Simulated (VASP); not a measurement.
# BaTiO3 in VASP: single point with PBEsol+U

Aim: the single point of BaTiO3 with PBEsol+U.

Program: VASP 6.6.1. These are calculated values, not measurements. Logs are shortened: lines on timing, memory, paths and dates and some standing lists are left out, and cuts for length are marked.

## 1. The cell of the first run

The typed cell holds 5 atoms: a = 3.988 Å, b = 3.987 Å, c = 3.988 Å, α = 89.89°, β = 90.11°, γ = 90.11°.

## 2. Single point, PBEsol+U

File INCAR:

```
ALGO = Normal
EDIFF = 1E-6
ENCUT = 520
GGA = PS
ISIF = 2
ISMEAR = -1
LASPH = T
LCHARG = F
LDAU = T
LDAUJ = 0 0 0
LDAUL = -1 2 -1
LDAUPRINT = 1
LDAUTYPE = 2
LDAUU = 0 1 0
LMAXMIX = 4
LREAL = F
LWAVE = F
NBANDS = 28
NELM = 150
PREC = Accurate
SIGMA = 0.05
```

File KPOINTS:

```
k-points
0
Gamma
  7 7 7
```

File POSCAR:

```
BaTiO3
1.0
    3.9877673032     -0.0037720103     -0.0038202785
   -0.0037720103      3.9874047022      0.0037810029
   -0.0038202785      0.0037810029      3.9877154098
Ba Ti O
1 1 3
Direct
    0.4943782221      0.5055815169      0.5056205405
    0.9845168732      0.0153891131      1.0154746696
    0.5107992204     -0.0051190742     -0.0051442082
    0.0051569147      0.4892702282     -0.0051573531
    0.0051487696      0.9948782160      0.4892063612
```

Potentials or basis: VASP PAW PBE potentials, release 64 (Ba_sv, Ti_sv, O).

The run is started by

```console
> cat potpaw_PBE.64/Ba_sv/POTCAR potpaw_PBE.64/Ti_sv/POTCAR potpaw_PBE.64/O/POTCAR > POTCAR
> mpirun -np 1 vasp_std > vasp.out
```

OUTCAR:

```text
EDIFF = 1E-6
   ENCUT = 520
   GGA = PS
   ISIF = 2
   ISMEAR = -1
   LASPH = T
   LREAL = F
   NELM = 150
   PREC = Accurate

 ion  position               nearest neighbor table
   1  0.494  0.506  0.506-   4 2.76   5 2.76   3 2.76   3 2.82   5 2.82   4 2.82   4 2.82   3 2.82
                             5 2.82   3 2.88   5 2.88   4 2.88   2 3.39   2 3.43   2 3.43   2 3.43
   2  0.985  0.015  0.015-   3 1.89   5 1.89   4 1.89   4 2.10   5 2.10   3 2.10   1 3.39   1 3.43
                             1 3.43   1 3.43   1 3.47   1 3.47   1 3.47   1 3.53
   3  0.511  0.995  0.995-   2 1.89   2 2.10   1 2.76   1 2.82   1 2.82   1 2.88
   4  0.005  0.489  0.995-   2 1.89   2 2.10   1 2.76   1 2.82   1 2.82   1 2.88
   5  0.005  0.995  0.489-   2 1.89   2 2.10   1 2.76   1 2.82   1 2.82   1 2.88

  LATTYP: Found a base centered monoclinic cell.
 ALAT       =     9.7828393478
 B/A-ratio  =     0.5759181992
 C/A-ratio  =     0.4075921251
 COS(beta)  =    -0.8167291888

  Lattice vectors:

 A1 = (   3.9915393135,  -3.9911767125,  -0.0076012814)
 A2 = (   0.0075922888,  -3.9911857051,  -3.9914964127)
 A3 = (  -0.0037720103,   3.9874047022,   0.0037810029)

Analysis of symmetry for initial positions (statically):
=====================================================================
 Subroutine PRICEL returns:
 Original cell was already a primitive cell.

 Routine SETGRP: Setting up the symmetry group for a
 base centered monoclinic supercell.

 Subroutine GETGRP returns: Found  2 space group operations
 (whereof  2 operations were pure point group operations)
 out of a pool of  4 trial point group operations.

The static configuration has the point symmetry C_1h.

Analysis of symmetry for dynamics (positions and initial velocities):
=====================================================================
 Subroutine PRICEL returns:
 Original cell was already a primitive cell.

 Routine SETGRP: Setting up the symmetry group for a
 base centered monoclinic supercell.

 Subroutine GETGRP returns: Found  2 space group operations
 (whereof  2 operations were pure point group operations)
 out of a pool of  4 trial point group operations.

The dynamic configuration has the point symmetry C_1h.

 Subroutine INISYM returns: Found  2 space group operations
 (whereof  2 operations are pure point group operations),
 and found     1 'primitive' translations

----------------------------------------------------------------------------------------

                                     Primitive cell

  volume of cell :      63.4079

  direct lattice vectors                    reciprocal lattice vectors
     3.987767303 -0.003772010 -0.003820279     0.250767343  0.000236994  0.000240013
    -0.003772010  3.987404702  0.003781003     0.000236994  0.250790142 -0.000237563
    -0.003820279  0.003781003  3.987715410     0.000240013 -0.000237563  0.250770607

  length of vectors
     3.987770917  3.987408279  3.987719032     0.250767570  0.250790367  0.250770835

  position of ions in fractional coordinates (direct lattice)
     0.494378222  0.505581517  0.505620540
     0.984516873  0.015389113  0.015474670
     0.510799220  0.994880926  0.994855792
     0.005156915  0.489270228  0.994842647
     0.005148770  0.994878216  0.489206361

  ion indices of the primitive-cell ions
   primitive index   ion index
                 1           1
                 2           2
                 3           3
                 4           4
                 5           5

----------------------------------------------------------------------------------------

 KPOINTS: k-points

Automatic generation of k-mesh.
 Grid dimensions read from file:
 generate k-points for:    7    7    7

 Generating k-lattice:

  Cartesian coordinates                     Fractional coordinates (reciprocal lattice)
     0.035823906  0.000033856  0.000034288     0.142857143  0.000000000  0.000000000
     0.000033856  0.035827163 -0.000033938    -0.000000000  0.142857143  0.000000000
     0.000034288 -0.000033938  0.035824372    -0.000000000 -0.000000000  0.142857143

  Length of vectors
     0.035823939  0.035827195  0.035824405

  Shift w.r.t. Gamma in fractional coordinates (k-lattice)
     0.000000000  0.000000000  0.000000000

 Subroutine IBZKPT returns following result:
 ===========================================

 Found    100 irreducible k-points:

 Following reciprocal coordinates:
            Coordinates               Weight
  0.000000  0.000000  0.000000      1.000000
  0.142857  0.000000  0.000000      4.000000
  0.285714 -0.000000  0.000000      4.000000
  0.428571  0.000000  0.000000      4.000000
  0.000000  0.142857 -0.000000      2.000000
  0.142857  0.142857  0.000000      4.000000
[... 16 lines left out ...]
 -0.428571  0.428571 -0.000000      4.000000
 -0.285714  0.428571 -0.000000      4.000000
 [... further k-points ...]
   k-points           NKPTS =    100   k-points in BZ     NKDIM =    100   number of bands    NBANDS=     28
   number of dos      NEDOS =    301   number of ions     NIONS =      5
   total plane-waves  NPLWV =  27000
   dimension x,y,z NGX =    30 NGY =   30 NGZ =   30
   dimension x,y,z NGXF=    60 NGYF=   60 NGZF=   60
   ions per type =               1   1   3
   NGX,Y,Z   is equivalent  to a cutoff of  12.51, 12.51, 12.51 a.u.
   NGXF,Y,Z  is equivalent  to a cutoff of  25.01, 25.02, 25.01 a.u.
 SYSTEM =  unknown system
   PREC   = accura    normal or accurate (medium, high low for compatibility)
   ISTART =      0    job   : 0-new  1-cont  2-samecut
   ICHARG =      2    charge: 1-file 2-atom 10-const
   ISPIN  =      1    spin polarized calculation?
   LNONCOLLINEAR =      F non collinear calculations
   LSORBIT =      F    spin-orbit coupling
   LASPH  =      T    aspherical Exc in radial PAW
   ENCUT  =  520.0 eV  38.22 Ry    6.18 a.u.   7.41  7.41  7.41*2*pi/ulx,y,z
   NELM   =    150;   NELMIN=  2; NELMDL= -5     # of ELM steps
   EDIFF  = 0.1E-05   stopping-criterion for ELM
   LREAL  =      F    real-space projection
   EDIFFG = 0.1E-04   stopping-criterion for IOM
   NSW    =      0    number of steps for IOM
   IBRION =     -1    ionic relax: 0-MD 1-quasi-New 2-CG
   NFREE  =      0    steps in history (QN), initial steepest desc. (CG)
   ISIF   =      2    stress and relaxation
   ISYM   =      2    0-nonsym 1-usesym 2-fastsym
   POTIM  = 0.5000    time-step for ionic-motion
   TEBEG  =    0.0;   TEEND  =   0.0 temperature during run
   PSTRESS=    0.0 pullay stress
   NELECT =      40.0000    total number of electrons
   NUPDOWN=      -1.0000    fix difference up-down
   EMIN   =  10.00;   EMAX   =-10.00  energy-range for DOS
   EFERMI =   0.00;   METHOD = LEGACY
   ISMEAR =    -1;   SIGMA  =   0.05  broadening in eV -4-tet -1-fermi 0-gaus
   EFERMI_NEDOS =   21; number of points for ismear=-14 and -15
   IALGO  =     38    algorithm
   IMIX   =      4    mixing-type and parameters
     AMIX     =   0.40;   BMIX     =  1.00
     AMIX_MAG =   1.60;   BMIX_MAG =  1.00
  volume/ion in A,a.u.               =      12.68        85.58
  Fermi-wavevector in a.u.,A,eV,Ry     =   1.404043  2.653257 26.821671  1.971337
  Thomas-Fermi vector in A             =   2.526644
   LORBIT       =      0    0 simple, 1 ext, 2 COOP (PROOUT), +10 PAW based schemes
 LDA+U is selected, type is set to LDAUTYPE =  2
   angular momentum for each species LDAUL =    -1    2   -1
   U (eV)           for each species LDAUU =   0.0  1.0  0.0
   J (eV)           for each species LDAUJ =   0.0  0.0  0.0
   GGA     = PS    functional components
   LHFCALC =     F    Hartree Fock is set to
   AEXX    =    0.0000 exact exchange contribution
   IVDW    =     0    specifies the selected vdW correction
   LEPSILON=     F    determine dielectric tensor
   LRPA    =     F    only Hartree local field effects (RPA)
 non-spin polarized calculation
  energy-cutoff  :      520.00
  volume of cell :       63.41
 maximum number of plane-waves:      1743
 NGX is ok and might be reduce to    30
   NGX = 15   NGY = 15   NGZ = 15

atom =   2  type =  2  l = 2

 onsite density matrix

spin component  1

  0.1272  0.0004 -0.0044 -0.0004 -0.0000
  0.0004  0.1272 -0.0022  0.0004  0.0038
 -0.0044 -0.0022  0.2529  0.0022 -0.0000
 -0.0004  0.0004  0.0022  0.1273  0.0039
 -0.0000  0.0038 -0.0000  0.0039  0.2529

spin component  2

  0.1272  0.0004 -0.0044 -0.0004 -0.0000
  0.0004  0.1272 -0.0022  0.0004  0.0038
 -0.0044 -0.0022  0.2529  0.0022 -0.0000
 -0.0004  0.0004  0.0022  0.1273  0.0039
 -0.0000  0.0038 -0.0000  0.0039  0.2529

 occupancies and eigenvectors

  o =  0.1264  v =  0.5845 -0.5869  0.0003  0.5603  0.0007  0.0000  0.0000  0.0000  0.0000  0.0000      0.0000  0.0000  0.0000  0.0000  0.0000  0.0000  0.0000  0.0000  0.0000  0.0000
  o =  0.1264  v =  0.0000  0.0000  0.0000  0.0000  0.0000  0.5845 -0.5869  0.0003  0.5603  0.0007      0.0000  0.0000  0.0000  0.0000  0.0000  0.0000  0.0000  0.0000  0.0000  0.0000
  o =  0.1274  v =  0.0000  0.0000  0.0000  0.0000  0.0000  0.6980  0.7145  0.0369  0.0202 -0.0224      0.0000  0.0000  0.0000  0.0000  0.0000  0.0000  0.0000  0.0000  0.0000  0.0000
  o =  0.1274  v =  0.6980  0.7145  0.0369  0.0202 -0.0224  0.0000  0.0000  0.0000  0.0000  0.0000      0.0000  0.0000  0.0000  0.0000  0.0000  0.0000  0.0000  0.0000  0.0000  0.0000
  o =  0.1274  v =  0.0000  0.0000  0.0000  0.0000  0.0000 -0.4121  0.3793 -0.0225  0.8273 -0.0370      0.0000  0.0000  0.0000  0.0000  0.0000  0.0000  0.0000  0.0000  0.0000  0.0000
  o =  0.1274  v = -0.4121  0.3793 -0.0225  0.8273 -0.0370  0.0000  0.0000  0.0000  0.0000  0.0000      0.0000  0.0000  0.0000  0.0000  0.0000  0.0000  0.0000  0.0000  0.0000  0.0000
  o =  0.2531  v =  0.0198 -0.0154 -0.5603 -0.0354 -0.8272  0.0000  0.0000  0.0000  0.0000  0.0000      0.0000  0.0000  0.0000  0.0000  0.0000  0.0000  0.0000  0.0000  0.0000  0.0000
  o =  0.2531  v =  0.0000  0.0000  0.0000  0.0000  0.0000  0.0198 -0.0154 -0.5603 -0.0354 -0.8272      0.0000  0.0000  0.0000  0.0000  0.0000  0.0000  0.0000  0.0000  0.0000  0.0000
  o =  0.2532  v =  0.0000  0.0000  0.0000  0.0000  0.0000 -0.0292 -0.0317  0.8272 -0.0025 -0.5603      0.0000  0.0000  0.0000  0.0000  0.0000  0.0000  0.0000  0.0000  0.0000  0.0000
  o =  0.2532  v = -0.0292 -0.0317  0.8272 -0.0025 -0.5603  0.0000  0.0000  0.0000  0.0000  0.0000      0.0000  0.0000  0.0000  0.0000  0.0000  0.0000  0.0000  0.0000  0.0000  0.0000

 number of electron      40.0000003 magnetization

 Free energy of the ion-electron system (eV)
  ---------------------------------------------------
  ext. energy  EPLUGINS =         0.00000000
  ---------------------------------------------------
  free energy    TOTEN  =       -41.28542282 eV

  energy without entropy =      -41.28542282  energy(sigma->0) =      -41.28542282

 E-fermi :   4.7713     XC(G=0): -11.5670

 val. band max:        3.7100196423   @ k =  -0.4286   0.4286   0.4286
 cond. band min:       6.0336758583   @ k =   0.0000   0.0000   0.0000
 fundamental gap:      2.3236562159
 Fermi energy:         4.7713446462

 k-point     1 :       0.0000    0.0000    0.0000
  band No.  band energies     occupation
      1     -52.5845      2.00000
      2     -28.9331      2.00000
      3     -28.9329      2.00000
      4     -28.9304      2.00000
      5     -20.9511      2.00000
      6     -13.0410      2.00000
[... 20 lines left out ...]
     27       8.7162      0.00000
     28      11.0552      0.00000

 k-point     2 :       0.1429    0.0000    0.0000
  band No.  band energies     occupation
      1     -52.5843      2.00000
      2     -28.9429      2.00000
      3     -28.9326      2.00000
      4     -28.9307      2.00000
      5     -20.9270      2.00000
      6     -13.0575      2.00000
[... 20 lines left out ...]
     27       9.1225      0.00000
     28      11.5518      0.00000

 k-point     3 :       0.2857   -0.0000    0.0000
  band No.  band energies     occupation
      1     -52.5838      2.00000
      2     -28.9663      2.00000
      3     -28.9317      2.00000
      4     -28.9298      2.00000
      5     -20.8720      2.00000
      6     -13.1605      2.00000
[... 616 lines left out ...]
      3     -28.9805      2.00000
      4     -28.9281      2.00000
      5     -20.7461      2.00000
      6     -12.7547      2.00000
[... 20 lines left out ...]
     27      11.9224      0.00000
     28      13.5866      0.00000

 k-point    24 :      -0.2857    0.4286   -0.0000
  band No.  band energies     occupation
      1     -52.5828      2.00000
      2     -28.9826      2.00000
      3     -28.9632      2.00000
      4     -28.9288      2.00000
      5     -20.7753      2.00000
      6     -12.9590      2.00000
[... 20 lines left out ...]
     27      12.2437      0.00000
     28      12.6664      0.00000

 [... further k-points ...]

------------------------ aborting loop because EDIFF is reached ----------------------------------------

  FORCE on cell =-STRESS in cart. coord.  units (eV):
  Direction    XX          YY          ZZ          XY          YZ          ZX
  --------------------------------------------------------------------------------------
  -------------------------------------------------------------------------------------
  Total        0.9899373      0.9884340      0.9899115      0.0150979     -0.0150907      0.0156175
  in kB       25.0135409     24.9755550     25.0128881      0.3814898     -0.3813099      0.3946188
  external PRESSURE =      25.0006613 kB  Pullay stress =       0.0000000 kB

 VOLUME and BASIS-vectors are now :
 -----------------------------------------------------------------------------
  energy-cutoff  :      520.00
  volume of cell :       63.41
      direct lattice vectors                 reciprocal lattice vectors
     3.987767303 -0.003772010 -0.003820279     0.250767343  0.000236994  0.000240013
    -0.003772010  3.987404702  0.003781003     0.000236994  0.250790142 -0.000237563
    -0.003820279  0.003781003  3.987715410     0.000240013 -0.000237563  0.250770607

 POSITION                                       TOTAL-FORCE (eV/Angst)
 -----------------------------------------------------------------------------------
      1.96763      2.01601      2.01629         0.020357     -0.020128     -0.020357
      3.92591      0.05771      0.05801         0.105523     -0.104359     -0.105521
      2.02940      3.96883      3.96901        -0.110387      0.007649      0.007528
      0.01492      1.95466      3.96898        -0.007964      0.109188      0.007964
      0.01491      3.96881      1.95456        -0.007528      0.007650      0.110386
 -----------------------------------------------------------------------------------
    total drift:                                0.013457     -0.000564      0.012959

  FREE ENERGIE OF THE ION-ELECTRON SYSTEM (eV)
  ---------------------------------------------------
  free  energy   TOTEN  =       -41.2854228204 eV

  energy  without entropy=      -41.2854228203  energy(sigma->0) =      -41.28542282
```

Run time: 3.9 min. Hardware: 1 thread of Intel Xeon 8259CL, shared host; peak memory 0.27 GiB.

What came out:

```
Free energy            : -41.2854 eV
Pressure               : 2.5 GPa
Largest force          : 0.182 eV/Å
Band gap on the k mesh : 2.32 eV (least direct gap 2.58 eV)
```

Forces in eV/Å, atoms in the order of the input:
```
Ba   0.020 -0.020 -0.020
Ti   0.106 -0.104 -0.106
O   -0.110  0.008  0.008
O   -0.008  0.109  0.008
O   -0.008  0.008  0.110
```

Levels at points of the mesh, in eV from the valence-band top:
| k point | band 18 | band 19 | band 20 | band 21 | band 22 | band 23 |
| --- | --- | --- | --- | --- | --- | --- |
| (0.00, 0.00, 0.00) | -0.36 | -0.26 | -0.26 | 2.32 | 2.33 | 2.44 |

Eigenvalues of the final occupation matrices:
```csv
site,spin,trace,eigenvalues
site 2 d,1,0.89,0.13 0.13 0.13 0.25 0.25
site 2 d,2,0.89,0.13 0.13 0.13 0.25 0.25
```

Caveat: the PAW data sets were made with another functional, which shifts forces and pressure a little; spin-orbit coupling is left out, which moves the levels of the heavy elements. A k mesh can miss the band edges.
